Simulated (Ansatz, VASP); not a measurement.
**Two plane-wave programs on Be2S3**

File INCAR:

```
SYSTEM = Be2S3
ALGO = Normal ; EDIFF = 1E-7
EDIFFG = -0.04 ; ENCUT = 600
GGA = PE ; IBRION = 2
ISIF = 3 ; ISMEAR = 0
LASPH = .TRUE. ; LCHARG = .FALSE.
LREAL = .FALSE. ; LWAVE = .FALSE.
NELM = 80 ; NSW = 90
PREC = Accurate ; SIGMA = 0.1
```

File KPOINTS:

```
k-points
0
G
  6 4 4
  0 0 0
```

File POSCAR:

```
Be2S3
1.0
    3.4120751007      0.0000000000      0.0000000000
    0.0000000000      4.9036117050      0.0000000000
    0.0000000000      0.0000000000      6.0488911177
Be S
2 3
Direct
    0.0000000000      0.0000000000      0.9983766376
    0.5000000000      0.5000000000      0.6576137714
    0.0000000000      0.2435861253      0.6842169592
    0.0000000000      0.7564138747      0.6842169592
    0.5000000000      0.0000000000      0.1671272590
```

Input for Ansatz:

```yaml
crystal:
  lattice:
    - [3.4120751007, 0.0, 0.0]
    - [0.0, 4.903611705, 0.0]
    - [0.0, 0.0, 6.0488911177]
  atoms:
    - { symbol: Be, position: [0.0, 0.0, 0.9983766376] }
    - { symbol: Be, position: [0.5, 0.5, 0.6576137714] }
    - { symbol: S, position: [0.0, 0.2435861253, 0.6842169592] }
    - { symbol: S, position: [0.0, 0.7564138747, 0.6842169592] }
    - { symbol: S, position: [0.5, 0.0, 0.167127259] }
basis:
  ecutwfc: 420
kpoints:
  mp_grid: { grid: [6, 4, 4] }
hamiltonian:
  xc: pbe
scf:
  occupations: { method: gaussian, width: 0.1 }
  lower_state_search: "off"
output:
  forces: true
  stress: true
  eigenvalues: true
relax:
  adjacent_minimum: "off"
  f_tol: 0.04
  max_steps: 70
  cell: { stress_tol: 0.4 }
```

Alike in both runs: task relaxation of cell and atoms; functional PBE; k mesh 6 × 4 × 4; occupations gaussian, width 0.1 eV; no spin polarisation.

|  | VASP | Ansatz |
| --- | --- | --- |
| version | VASP 6.6.1 | Ansatz 0.2.0 |
| potentials or method | VASP PAW PBE potentials, release 64 (Be, S), cutoff 600 eV | scalar-relativistic, plane waves, PAW |
| valence electrons in the cell | 22 | 22 |

```csv
,VASP,Ansatz,Ansatz less VASP
"gap on the k mesh at the Fermi level, each at its own relaxed structure (eV)",none,none,-
relaxed volume (Å³/atom),20.24,20.24,0.000
relaxed length of the cell vector where the two differ most in proportion (Å),4.904,4.904,0.0000
```

A gap of «none» marks a metal or a gap that the smearing closes.

Noted on VASP's run: the relaxation stopped at its first step, so nothing moved.
